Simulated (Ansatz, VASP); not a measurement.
Two plane-wave programs on SrTiO3

```
Sr Ti O
1.0
    -2.77975    2.77975    3.93718
     2.77975   -2.77975    3.93718
     2.77975    2.77975   -3.93718
Sr Ti O
2 2 6
Direct
  0.75000 0.25000 0.50000
  0.25000 0.75000 0.50000
  0.00000 0.00000 0.00000
  0.50000 0.50000 0.00000
  0.25000 0.25000 0.00000
  0.75000 0.75000 0.00000
  0.73493 0.23493 0.96987
  0.23493 0.26507 0.50000
  0.26507 0.76507 0.03013
  0.76507 0.73493 0.50000
```

Alike in both runs: functional PBE; k mesh 4 × 4 × 4; occupations gaussian, width 0.1 eV; collinear spin.

Ansatz relaxed the structure, and its values are those at the end. VASP's run is a single point on that final structure, the one shown.

```csv
,VASP,Ansatz
version,VASP 6.6.1,Ansatz 0.2.0
potentials or method,"VASP PAW PBE potentials, release 64 (Sr_sv, Ti_sv, O), cutoff 520 eV","scalar-relativistic, plane waves, PAW"
valence electrons in the cell,80,80
```

Ansatz gave:

| Property | Result |
| --- | --- |
| gap on the k mesh at the Fermi level (eV) | 1.89 |
| least direct gap on the mesh (eV) | 1.89 |
| pressure (GPa) | 0.3 |
| rms of the force components (eV/Å) | 0.007 |
| net moment per atom (μB) | 0.00 |

**Question.** Which values does VASP return?

**Answer.** gap on the k mesh at the Fermi level (eV): 1.86; least direct gap on the mesh (eV): 1.86; pressure (GPa): 0.9; rms of the force components (eV/Å): 0.006; net moment per atom (μB): 0.00.

Ansatz's warnings: seeded moment not kept.
